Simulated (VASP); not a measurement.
# WS2 (C2/c) in VASP: notebook

The runs below take WS2 through single point, with PBEsol.

Program: VASP 6.6.1. These are calculated values, not measurements. Logs are shortened: lines on timing, memory, paths and dates and some standing lists are left out, and cuts for length are marked.

## 1. The cell of the first run

The structure is monoclinic, space group C2/c (No. 15). Conventional cell: a = 3.146 Å, b = 5.449 Å, c = 12.692 Å, α = 90.00°, β = 90.00°, γ = 90.00°. W (site symmetry 2) has 6 S at 2.37 to 2.43 Å within 3.1 Å. Within 3.1 Å of S (site symmetry 1) lie 3 W at 2.37 to 2.43 Å.

## 2. Single point, PBEsol (mode 9 (295.6 1/cm) frozen in, largest displacement +0.045 Å)

The input, INCAR:

```
SYSTEM = WS2
  PREC = Accurate
  ENCUT = 520
  EDIFF = 1E-6
  ISMEAR = 0
  SIGMA = 0.05
  LREAL = .False.
  LASPH = .True.
  NELM = 60
  ALGO = Normal
  ISIF = 2
  LWAVE = .False.
  LCHARG = .True.
  GGA = PS
  LELF = .True.
  LVHAR = .True.
  NBANDS = 35
```

The input, KPOINTS:

```
Automatic mesh
0
Gamma
  12 12 2
  0 0 0
```

The input, POSCAR:

```
WS2
1.0
    3.1461313781      0.0000000000      0.0000000000
   -1.5730656891      2.7246296971      0.0000000000
    0.0000000000      0.0000000000     12.6917314098
W S
2 4
Direct
    0.3333333333      0.6666666667      0.2500000000
    0.6666666667      0.3333333333      0.7500000000
    0.3476366140      0.6666666667      0.6264891170
    0.6809699473      0.3333333333      0.1264891170
    0.3190300527      0.6666666667      0.8735108830
    0.6523633860      0.3333333333      0.3735108830
```

Potentials or basis: VASP PAW PBE potentials, release 64 (W_sv, S).

The run is started by

```bash
cat potpaw_PBE.64/W_sv/POTCAR potpaw_PBE.64/S/POTCAR > POTCAR
mpirun -np 1 vasp_std > vasp.out
```

OUTCAR:

```text
SYSTEM = WS2
   PREC = Accurate
   ENCUT = 520
   EDIFF = 1E-6
   ISMEAR = 0
   LREAL = .False.
   LASPH = .True.
   NELM = 60
   ISIF = 2
   GGA = PS

 ion  position               nearest neighbor table
   1  0.333  0.667  0.250-   4 2.37   6 2.37   6 2.40   4 2.40   6 2.43   4 2.43
   2  0.667  0.333  0.750-   5 2.37   3 2.37   3 2.40   5 2.40   3 2.43   5 2.43
   3  0.348  0.667  0.626-   2 2.37   2 2.40   2 2.43
   4  0.681  0.333  0.126-   1 2.37   1 2.40   1 2.43
   5  0.319  0.667  0.874-   2 2.37   2 2.40   2 2.43
   6  0.652  0.333  0.374-   1 2.37   1 2.40   1 2.43

  LATTYP: Found a hexagonal cell.
 ALAT       =     3.1461313781
 C/A-ratio  =     4.0340754675

  Lattice vectors:

 A1 = (   3.1461313781,   0.0000000000,   0.0000000000)
 A2 = (  -1.5730656891,   2.7246296971,   0.0000000000)
 A3 = (   0.0000000000,   0.0000000000,  12.6917314098)

Analysis of symmetry for initial positions (statically):
=====================================================================
 Subroutine PRICEL returns:
 Original cell was already a primitive cell.

 Routine SETGRP: Setting up the symmetry group for a
 hexagonal supercell.

 Subroutine GETGRP returns: Found  4 space group operations
 (whereof  2 operations were pure point group operations)
 out of a pool of 24 trial point group operations.

The static configuration has the point symmetry S_2 .
 The point group associated with its full space group is C_2h.

Analysis of symmetry for dynamics (positions and initial velocities):
=====================================================================
 Subroutine PRICEL returns:
 Original cell was already a primitive cell.

 Routine SETGRP: Setting up the symmetry group for a
 hexagonal supercell.

 Subroutine GETGRP returns: Found  4 space group operations
 (whereof  2 operations were pure point group operations)
 out of a pool of 24 trial point group operations.

The dynamic configuration has the point symmetry S_2 .
 The point group associated with its full space group is C_2h.

 Subroutine INISYM returns: Found  4 space group operations
 (whereof  2 operations are pure point group operations),
 and found     1 'primitive' translations

----------------------------------------------------------------------------------------

                                     Primitive cell

  volume of cell :     108.7941

  direct lattice vectors                    reciprocal lattice vectors
     3.146131378  0.000000000  0.000000000     0.317850681  0.183511176  0.000000000
    -1.573065689  2.724629697  0.000000000     0.000000000  0.367022352  0.000000000
     0.000000000  0.000000000 12.691731410     0.000000000  0.000000000  0.078791456

  length of vectors
     3.146131378  3.146131378 12.691731410     0.367022352  0.367022352  0.078791456

  position of ions in fractional coordinates (direct lattice)
     0.333333333  0.666666667  0.250000000
     0.666666667  0.333333333  0.750000000
     0.347636614  0.666666667  0.626489117
     0.680969947  0.333333333  0.126489117
     0.319030053  0.666666667  0.873510883
     0.652363386  0.333333333  0.373510883

  ion indices of the primitive-cell ions
   primitive index   ion index
                 1           1
                 2           2
                 3           3
                 4           4
                 5           5
                 6           6

----------------------------------------------------------------------------------------

 KPOINTS: Automatic mesh

Automatic generation of k-mesh.
 Grid dimensions read from file:
 generate k-points for:   12   12    2

 Generating k-lattice:

  Cartesian coordinates                     Fractional coordinates (reciprocal lattice)
     0.026487557  0.015292598  0.000000000     0.083333333  0.000000000  0.000000000
     0.000000000  0.030585196  0.000000000     0.000000000  0.083333333  0.000000000
     0.000000000  0.000000000  0.039395728     0.000000000  0.000000000  0.500000000

  Length of vectors
     0.030585196  0.030585196  0.039395728

  Shift w.r.t. Gamma in fractional coordinates (k-lattice)
     0.000000000  0.000000000  0.000000000

 Subroutine IBZKPT returns following result:
 ===========================================

 Found     86 irreducible k-points:

 Following reciprocal coordinates:
            Coordinates               Weight
  0.000000  0.000000  0.000000      1.000000
  0.083333  0.000000  0.000000      4.000000
  0.000000  0.083333  0.000000      2.000000
  0.166667  0.000000  0.000000      4.000000
  0.000000  0.166667  0.000000      2.000000
  0.250000  0.000000  0.000000      4.000000
[... 16 lines left out ...]
 -0.083333  0.416667  0.000000      4.000000
 -0.416667  0.333333  0.000000      4.000000
 [... further k-points ...]
   k-points           NKPTS =     86   k-points in BZ     NKDIM =     86   number of bands    NBANDS=     35
   number of dos      NEDOS =    301   number of ions     NIONS =      6
   total plane-waves  NPLWV =  55296
   dimension x,y,z NGX =    24 NGY =   24 NGZ =   96
   dimension x,y,z NGXF=    48 NGYF=   48 NGZF=  192
   ions per type =               2   4
   NGX,Y,Z   is equivalent  to a cutoff of  12.68, 12.68, 12.57 a.u.
   NGXF,Y,Z  is equivalent  to a cutoff of  25.36, 25.36, 25.15 a.u.
 SYSTEM =  WS2
   PREC   = accura    normal or accurate (medium, high low for compatibility)
   ISTART =      0    job   : 0-new  1-cont  2-samecut
   ICHARG =      2    charge: 1-file 2-atom 10-const
   ISPIN  =      1    spin polarized calculation?
   LNONCOLLINEAR =      F non collinear calculations
   LSORBIT =      F    spin-orbit coupling
   LASPH  =      T    aspherical Exc in radial PAW
   ENCUT  =  520.0 eV  38.22 Ry    6.18 a.u.   5.85  5.85 23.60*2*pi/ulx,y,z
   NELM   =     60;   NELMIN=  2; NELMDL= -5     # of ELM steps
   EDIFF  = 0.1E-05   stopping-criterion for ELM
   LREAL  =      F    real-space projection
   EDIFFG = 0.1E-04   stopping-criterion for IOM
   NSW    =      0    number of steps for IOM
   IBRION =     -1    ionic relax: 0-MD 1-quasi-New 2-CG
   NFREE  =      0    steps in history (QN), initial steepest desc. (CG)
   ISIF   =      2    stress and relaxation
   ISYM   =      2    0-nonsym 1-usesym 2-fastsym
   POTIM  = 0.5000    time-step for ionic-motion
   TEBEG  =    0.0;   TEEND  =   0.0 temperature during run
   PSTRESS=    0.0 pullay stress
   NELECT =      52.0000    total number of electrons
   NUPDOWN=      -1.0000    fix difference up-down
   EMIN   =  10.00;   EMAX   =-10.00  energy-range for DOS
   EFERMI =   0.00;   METHOD = LEGACY
   ISMEAR =     0;   SIGMA  =   0.05  broadening in eV -4-tet -1-fermi 0-gaus
   EFERMI_NEDOS =   21; number of points for ismear=-14 and -15
   IALGO  =     38    algorithm
   IMIX   =      4    mixing-type and parameters
     AMIX     =   0.40;   BMIX     =  1.00
     AMIX_MAG =   1.60;   BMIX_MAG =  1.00
  volume/ion in A,a.u.               =      18.13       122.36
  Fermi-wavevector in a.u.,A,eV,Ry     =   1.279993  2.418836 22.291536  1.638382
  Thomas-Fermi vector in A             =   2.412446
   LORBIT       =      0    0 simple, 1 ext, 2 COOP (PROOUT), +10 PAW based schemes
   GGA     = PS    functional components
   LHFCALC =     F    Hartree Fock is set to
   AEXX    =    0.0000 exact exchange contribution
   IVDW    =     0    specifies the selected vdW correction
   LEPSILON=     F    determine dielectric tensor
   LRPA    =     F    only Hartree local field effects (RPA)
 non-spin polarized calculation
 Gauss-broadening in eV      SIGMA  =   0.05
  energy-cutoff  :      520.00
  volume of cell :      108.79
 maximum number of plane-waves:      2958
   NGX = 11   NGY = 11   NGZ = 47

 number of electron      51.9999993 magnetization

 Free energy of the ion-electron system (eV)
  ---------------------------------------------------
  ext. energy  EPLUGINS =         0.00000000
  ---------------------------------------------------
  free energy    TOTEN  =       -50.51226608 eV

  energy without entropy =      -50.51226608  energy(sigma->0) =      -50.51226608

 E-fermi :   7.4292     XC(G=0): -10.9440

 val. band max:        6.9754911891   @ k =   0.0000   0.0000   0.0000
 cond. band min:       8.0821149730   @ k =  -0.3333   0.1667   0.0000
 fundamental gap:      1.1066237839
 Fermi energy:         7.4291642181

 k-point     1 :       0.0000    0.0000    0.0000
  band No.  band energies     occupation
      1     -67.4506      2.00000
      2     -67.4505      2.00000
      3     -31.7297      2.00000
      4     -31.7297      2.00000
      5     -31.5356      2.00000
      6     -31.5356      2.00000
[... 27 lines left out ...]
     34       9.7137      0.00000
     35      11.8408      0.00000

 k-point     2 :       0.0833    0.0000    0.0000
  band No.  band energies     occupation
      1     -67.4492      2.00000
      2     -67.4492      2.00000
      3     -31.7250      2.00000
      4     -31.7249      2.00000
      5     -31.5616      2.00000
      6     -31.5616      2.00000
[... 27 lines left out ...]
     34       9.7369      0.00000
     35      12.3922      0.00000

 k-point     3 :       0.0000    0.0833    0.0000
  band No.  band energies     occupation
      1     -67.4492      2.00000
      2     -67.4492      2.00000
      3     -31.7249      2.00000
      4     -31.7249      2.00000
      5     -31.5612      2.00000
      6     -31.5611      2.00000
[... 27 lines left out ...]
     34       9.6841      0.00000
     35      12.3947      0.00000

 k-point     4 :       0.1667    0.0000    0.0000
  band No.  band energies     occupation
      1     -67.4455      2.00000
      2     -67.4455      2.00000
      3     -31.7120      2.00000
      4     -31.7120      2.00000
      5     -31.6324      2.00000
      6     -31.6324      2.00000
[... 27 lines left out ...]
     34      10.2241      0.00000
     35      13.4413      0.00000

 k-point     5 :       0.0000    0.1667    0.0000
  band No.  band energies     occupation
      1     -67.4455      2.00000
      2     -67.4455      2.00000
      3     -31.7120      2.00000
      4     -31.7120      2.00000
      5     -31.6320      2.00000
      6     -31.6320      2.00000
[... 638 lines left out ...]
 k-point    22 :       0.3333    0.0833    0.0000
  band No.  band energies     occupation
      1     -67.4331      2.00000
      2     -67.4331      2.00000
      3     -31.8561      2.00000
      4     -31.8561      2.00000
      5     -31.6676      2.00000
      6     -31.6676      2.00000
[... 27 lines left out ...]
     34      11.4684      0.00000
     35      12.5552      0.00000

 k-point    23 :      -0.0833    0.4167    0.0000
  band No.  band energies     occupation
      1     -67.4331      2.00000
      2     -67.4331      2.00000
      3     -31.8557      2.00000
      4     -31.8557      2.00000
      5     -31.6676      2.00000
      6     -31.6676      2.00000
[... 27 lines left out ...]
     34      11.4590      0.00000
     35      12.5572      0.00000

 k-point    24 :      -0.4167    0.3333    0.0000
  band No.  band energies     occupation
      1     -67.4331      2.00000
      2     -67.4331      2.00000
      3     -31.8561      2.00000
      4     -31.8561      2.00000
      5     -31.6676      2.00000
      6     -31.6676      2.00000
[... 27 lines left out ...]
     34      11.4726      0.00000
     35      12.5532      0.00000

 [... further k-points ...]
[... 5 lines left out ...]
  --------------------------------------------------------------------------------------
  -------------------------------------------------------------------------------------
  Total        0.1326858      0.1267260      0.2795289     -0.0000000      0.0000000      2.8393916
  in kB        1.9540239      1.8662553      4.1165382     -0.0000000      0.0000000     41.8148615
  external PRESSURE =       2.6456058 kB  Pullay stress =       0.0000000 kB

 VOLUME and BASIS-vectors are now :
 -----------------------------------------------------------------------------
  energy-cutoff  :      520.00
  volume of cell :      108.79
      direct lattice vectors                 reciprocal lattice vectors
     3.146131378  0.000000000  0.000000000     0.317850681  0.183511176  0.000000000
    -1.573065689  2.724629697  0.000000000     0.000000000  0.367022352  0.000000000
     0.000000000  0.000000000 12.691731410     0.000000000  0.000000000  0.078791456

 POSITION                                       TOTAL-FORCE (eV/Angst)
 -----------------------------------------------------------------------------------
     -0.00000      1.81642      3.17293        -0.000000      0.033914      0.000000
      1.57307      0.90821      9.51880         0.000000     -0.033914      0.000000
      0.04500      1.81642      7.95123        -0.464064      0.017180     -0.047220
      1.61807      0.90821      1.60537        -0.464064     -0.017180     -0.047220
     -0.04500      1.81642     11.08637         0.464064      0.017180      0.047220
      1.52807      0.90821      4.74050         0.464064     -0.017180      0.047220
 -----------------------------------------------------------------------------------
    total drift:                               -0.000000      0.000000     -0.000000

  FREE ENERGIE OF THE ION-ELECTRON SYSTEM (eV)
  ---------------------------------------------------
  free  energy   TOTEN  =       -50.5122660816 eV

  energy  without entropy=      -50.5122660816  energy(sigma->0) =      -50.51226608
```

Wall time 4 min (1 thread of Intel Xeon 6975P-C, shared host); peak memory 0.4 GiB.

What came out:

```
Free energy            : -50.5123 eV
Pressure               : 0.3 GPa
Largest force          : 0.467 eV/Å
Band gap on the k mesh : 1.11 eV, indirect (least direct gap 1.86 eV)
```

Forces in eV/Å, atoms in the order of the input:
```
W    0.000  0.034  0.000
W    0.000 -0.034  0.000
S   -0.464  0.017 -0.047
S   -0.464 -0.017 -0.047
S    0.464  0.017  0.047
S    0.464 -0.017  0.047
```

Levels at points of the mesh, in eV from the valence-band top:
```
           k point  band 22  band 23  band 24  band 25  band 26  band 27  band 28  band 29  band 30  band 31
(0.00, 0.00, 0.00)    -2.08    -2.08    -1.64    -1.11     0.00     2.40     2.41     2.41     2.42     2.62
(0.50, 0.00, 0.00)    -2.68    -1.78    -1.65    -1.56    -1.45     2.47     2.50     2.74     3.02     3.25
(0.00, 0.50, 0.00)    -2.68    -1.78    -1.64    -1.57    -1.45     2.46     2.49     2.74     3.02     3.25
(0.00, 0.00, 0.50)    -2.10    -2.09    -2.09    -0.33    -0.33     2.40     2.40     2.42     2.42     2.65
(0.50, 0.00, 0.50)    -2.71    -1.72    -1.71    -1.50    -1.49     2.48     2.48     2.89     2.91     3.51
(0.00, 0.50, 0.50)    -2.77    -1.71    -1.71    -1.50    -1.50     2.48     2.48     2.90     2.90     3.52
```

Caveat: the cell differs from its parent crystal (mode 9 (295.6 1/cm) frozen in, largest displacement +0.045 Å); the PAW data sets were made with another functional, which shifts forces and pressure a little; spin-orbit coupling is left out, which moves the levels of the heavy elements; this functional lacks dispersion, which binds the layers, so the pressure and a relaxed spacing across them are unreliable.

(Continued in part 2 of 2.)
